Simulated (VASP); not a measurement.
# LiY3 (P6/mmm) in VASP: single point with PBE

Aim: the single point of LiY3 with PBE.

All numbers are computed with VASP 6.6.1; they aren't measurements. Logs are shortened: lines on timing, memory, paths and dates and some standing lists are left out, and cuts for length are marked.

## 1. The cell of the first run

The structure is hexagonal, space group P6/mmm (No. 191). Conventional cell: a = 5.367 Å, b = 5.367 Å, c = 3.700 Å, α = 90.00°, β = 90.00°, γ = 120.00°. Within 4.3 Å of Li (site symmetry 6/mmm) lie 12 Y at 3.26 Å and 2 Li at 3.70 Å. Within 3.5 Å of Y (site symmetry mmm) lie 4 Y at 2.68 Å and 4 Li at 3.26 Å.

The cell was generated, and may not be a known phase.

## 2. Single point, PBE

INCAR

```
SYSTEM = LiY3
  PREC = Accurate
  ENCUT = 1000
  EDIFF = 1E-6
  ISMEAR = 0
  SIGMA = 0.1
  LREAL = .False.
  LASPH = .True.
  NELM = 300
  ALGO = All
  ISIF = 2
  LWAVE = .False.
  LCHARG = .False.
  GGA = PE
  NBANDS = 26
  GGA_COMPAT = .False.
  ISEARCH = 1
  KPAR = 4
```

KPOINTS

```
regular mesh
0
Gamma
  6 6 6
  0 0 0
```

POSCAR

```
LiY3
1.0
    5.3667425500      0.0000000000      0.0000000000
   -2.6833712800      4.6477353900      0.0000000000
    0.0000000000      0.0000000000      3.6996852700
Li Y
1 3
Direct
    0.0000000000      0.0000000000      0.0000000000
    0.5000000000      0.0000000000      0.5000000000
    0.0000000000      0.5000000000      0.5000000000
    0.5000000000      0.5000000000      0.5000000000
```

Potentials or basis: VASP PAW PBE potentials, release 64 (Li_sv, Y_sv).

On the command line:

```
> cat potpaw_PBE.64/Li_sv/POTCAR potpaw_PBE.64/Y_sv/POTCAR > POTCAR
> mpirun -np 4 vasp_std > vasp.out
```

OUTCAR:

```text
SYSTEM = LiY3
   PREC = Accurate
   ENCUT = 1000
   EDIFF = 1E-6
   ISMEAR = 0
   LREAL = .False.
   LASPH = .True.
   NELM = 300
   ISIF = 2
   GGA = PE

 ion  position               nearest neighbor table
   1  0.000  0.000  0.000-   2 3.26   2 3.26   2 3.26   2 3.26   4 3.26   4 3.26   4 3.26   4 3.26
                             3 3.26   3 3.26   3 3.26   3 3.26
   2  0.500  0.000  0.500-   3 2.68   3 2.68   4 2.68   4 2.68   1 3.26   1 3.26   1 3.26   1 3.26

   3  0.000  0.500  0.500-   4 2.68   4 2.68   2 2.68   2 2.68   1 3.26   1 3.26   1 3.26   1 3.26

   4  0.500  0.500  0.500-   3 2.68   3 2.68   2 2.68   2 2.68   1 3.26   1 3.26   1 3.26   1 3.26

  LATTYP: Found a hexagonal cell.
 ALAT       =     5.3667425500
 C/A-ratio  =     0.6893726009

  Lattice vectors:

 A1 = (   5.3667425500,   0.0000000000,   0.0000000000)
 A2 = (  -2.6833712800,   4.6477353900,   0.0000000000)
 A3 = (   0.0000000000,   0.0000000000,   3.6996852700)

Analysis of symmetry for initial positions (statically):
=====================================================================
 Subroutine PRICEL returns:
 Original cell was already a primitive cell.

 Routine SETGRP: Setting up the symmetry group for a
 hexagonal supercell.

 Subroutine GETGRP returns: Found 24 space group operations
 (whereof 24 operations were pure point group operations)
 out of a pool of 24 trial point group operations.

The static configuration has the point symmetry D_6h.

Analysis of symmetry for dynamics (positions and initial velocities):
=====================================================================
 Subroutine PRICEL returns:
 Original cell was already a primitive cell.

 Routine SETGRP: Setting up the symmetry group for a
 hexagonal supercell.

 Subroutine GETGRP returns: Found 24 space group operations
 (whereof 24 operations were pure point group operations)
 out of a pool of 24 trial point group operations.

The dynamic configuration has the point symmetry D_6h.

 Subroutine INISYM returns: Found 24 space group operations
 (whereof 24 operations are pure point group operations),
 and found     1 'primitive' translations

----------------------------------------------------------------------------------------

                                     Primitive cell

  volume of cell :      92.2820

[... 90 lines left out ...]
   ENCUT  = 1000.0 eV  73.50 Ry    8.57 a.u.  13.84 13.84  9.54*2*pi/ulx,y,z
   NELM   =    300;   NELMIN=  2; NELMDL= -5     # of ELM steps
   EDIFF  = 0.1E-05   stopping-criterion for ELM
   LREAL  =      F    real-space projection
   EDIFFG = 0.1E-04   stopping-criterion for IOM
   NSW    =      0    number of steps for IOM
   IBRION =     -1    ionic relax: 0-MD 1-quasi-New 2-CG
   NFREE  =      0    steps in history (QN), initial steepest desc. (CG)
   ISIF   =      2    stress and relaxation
   ISYM   =      2    0-nonsym 1-usesym 2-fastsym
   POTIM  = 0.5000    time-step for ionic-motion
   TEBEG  =    0.0;   TEEND  =   0.0 temperature during run
   PSTRESS=    0.0 pullay stress
   NELECT =      36.0000    total number of electrons
   NUPDOWN=      -1.0000    fix difference up-down
   EMIN   =  10.00;   EMAX   =-10.00  energy-range for DOS
   EFERMI =   0.00;   METHOD = LEGACY
   ISMEAR =     0;   SIGMA  =   0.10  broadening in eV -4-tet -1-fermi 0-gaus
   EFERMI_NEDOS =   21; number of points for ismear=-14 and -15
   IALGO  =     58    algorithm
   IMIX   =      4    mixing-type and parameters
     AMIX     =   0.40;   BMIX     =  1.00
     AMIX_MAG =   1.60;   BMIX_MAG =  1.00
  volume/ion in A,a.u.               =      23.07       155.69
  Fermi-wavevector in a.u.,A,eV,Ry     =   1.196199  2.260488 19.468461  1.430892
  Thomas-Fermi vector in A             =   2.332145
   LORBIT       =      0    0 simple, 1 ext, 2 COOP (PROOUT), +10 PAW based schemes
   GGA     = PE    functional components
   LHFCALC =     F    Hartree Fock is set to
   AEXX    =    0.0000 exact exchange contribution
   IVDW    =     0    specifies the selected vdW correction
   LEPSILON=     F    determine dielectric tensor
   LRPA    =     F    only Hartree local field effects (RPA)
 non-spin polarized calculation
 Gauss-broadening in eV      SIGMA  =   0.10
  energy-cutoff  :     1000.00
  volume of cell :       92.28
 maximum number of plane-waves:      6656
 NGX is ok and might be reduce to    56
   NGX = 27   NGY = 27   NGZ = 19

 number of electron      36.0000001 magnetization

 Free energy of the ion-electron system (eV)
  ---------------------------------------------------
  ext. energy  EPLUGINS =         0.00000000
  ---------------------------------------------------
  free energy    TOTEN  =       -16.17517127 eV

  energy without entropy =      -16.15341595  energy(sigma->0) =      -16.16429361

 E-fermi :   3.3834     XC(G=0):  -9.8693

 val. band max:        3.3817082475   @ k =   0.1667   0.1667   0.0000
 cond. band min:       3.4149660934   @ k =   0.3333   0.1667   0.3333
 fundamental gap:      0.0332578459
 Fermi energy:         3.3833606256

 k-point     1 :       0.0000    0.0000    0.0000
  band No.  band energies     occupation
      1     -41.8347      2.00000
      2     -39.0864      2.00000
      3     -38.3239      2.00000
      4     -38.3239      2.00000
      5     -21.2105      2.00000
      6     -19.7909      2.00000
[... 685 lines left out ...]
     25       7.7490      0.00000
     26       8.4685      0.00000

 [... further k-points ...]

------------------------ aborting loop because EDIFF is reached ----------------------------------------

  FORCE on cell =-STRESS in cart. coord.  units (eV):
  Direction    XX          YY          ZZ          XY          YZ          ZX
  --------------------------------------------------------------------------------------
  -------------------------------------------------------------------------------------
  Total       16.9922355     16.9922356     -3.0610215     -0.0000000     -0.0000000     -0.0000000
  in kB      295.0150450    295.0150458    -53.1447084     -0.0000003     -0.0000000     -0.0000000
  external PRESSURE =     178.9617941 kB  Pullay stress =       0.0000000 kB

 VOLUME and BASIS-vectors are now :
 -----------------------------------------------------------------------------
  energy-cutoff  :     1000.00
  volume of cell :       92.28
      direct lattice vectors                 reciprocal lattice vectors
     5.366742550  0.000000000  0.000000000     0.186332769  0.107579274  0.000000000
    -2.683371280  4.647735390  0.000000000     0.000000000  0.215158548  0.000000000
     0.000000000  0.000000000  3.699685270     0.000000000  0.000000000  0.270293262

 POSITION                                       TOTAL-FORCE (eV/Angst)
 -----------------------------------------------------------------------------------
      0.00000      0.00000      0.00000         0.000000      0.000000      0.000000
      2.68337      0.00000      1.84984         0.000000      0.000000      0.000000
     -1.34169      2.32387      1.84984        -0.000000      0.000000      0.000000
      1.34169      2.32387      1.84984         0.000000      0.000000      0.000000
 -----------------------------------------------------------------------------------
    total drift:                               -0.000000      0.000000     -0.000000

  FREE ENERGIE OF THE ION-ELECTRON SYSTEM (eV)
  ---------------------------------------------------
  free  energy   TOTEN  =       -16.1751712690 eV

  energy  without entropy=      -16.1534217447  energy(sigma->0) =      -16.16429651
```

OSZICAR:

```text
N       E                     dE             d eps       ncg     rms           ort
DAV:   1     0.254110947627E+03    0.25411E+03   -0.27123E+04   728   0.226E+03
DAV:   2     0.488400239295E+01   -0.24923E+03   -0.24408E+03   728   0.444E+02
DAV:   3    -0.151883862040E+02   -0.20072E+02   -0.19346E+02   728   0.718E+01
DAV:   4    -0.164920845284E+02   -0.13037E+01   -0.12829E+01   728   0.188E+01
DAV:   5    -0.165391128257E+02   -0.47028E-01   -0.46961E-01   728   0.318E+00
SDA:   6    -0.157910249185E+02    0.74809E+00   -0.46961E-01   728   0.112E+01   0.000E+00
CGA:   7    -0.160769332674E+02   -0.28591E+00   -0.28569E+00   728   0.214E+00   0.184E-02
CGA:   8    -0.161415187466E+02   -0.64585E-01   -0.64657E-01   728   0.617E-01  -0.576E-03
CGA:   9    -0.161600483995E+02   -0.18530E-01   -0.18541E-01   728   0.280E-01  -0.128E-03
CGA:  10    -0.161687013907E+02   -0.86530E-02   -0.86657E-02   728   0.910E-02  -0.132E-03
CGA:  11    -0.161717469583E+02   -0.30456E-02   -0.30496E-02   728   0.371E-02  -0.372E-04
CGA:  12    -0.161731219544E+02   -0.13750E-02   -0.13773E-02   728   0.190E-02  -0.171E-04
[... 11 lines left out ...]
CGA:  24    -0.161751691921E+02   -0.21324E-05   -0.21446E-05   728   0.197E-05  -0.735E-07
CGA:  25    -0.161751703844E+02   -0.11923E-05   -0.11905E-05   728   0.118E-05   0.138E-07
 trl  26    -0.161751712478E+02   -0.86343E-06   -0.89522E-06   728   0.118E-05  -0.290E-06
CGA:  27    -0.161751712690E+02   -0.88462E-06   -0.89522E-06   728   0.948E-06  -0.837E-07
   1 F= -.16175171E+02 E0= -.16164297E+02  d E =-.217495E-01
```

Wall time 93 s (4 MPI ranks of Intel Xeon Platinum 8375C at 2.90GHz (Ice Lake), shared host); peak memory 0.61 GiB.

Results:

```yaml
Free_energy: -16.1752 eV
Pressure: 17.9 GPa
Band_gap_on_the_k_mesh: zero (bands 18 and 19 overlap by 1.54 eV)
```

Stress tensor (GPa, compression positive):
```
29.50  0.00  0.00
 0.00 29.50  0.00
 0.00  0.00 -5.31
```

Caveat: the stress differs along the axes, from -5 to 30 GPa.

The gap in the log of VASP goes by the Fermi energy; the results here count the filled bands.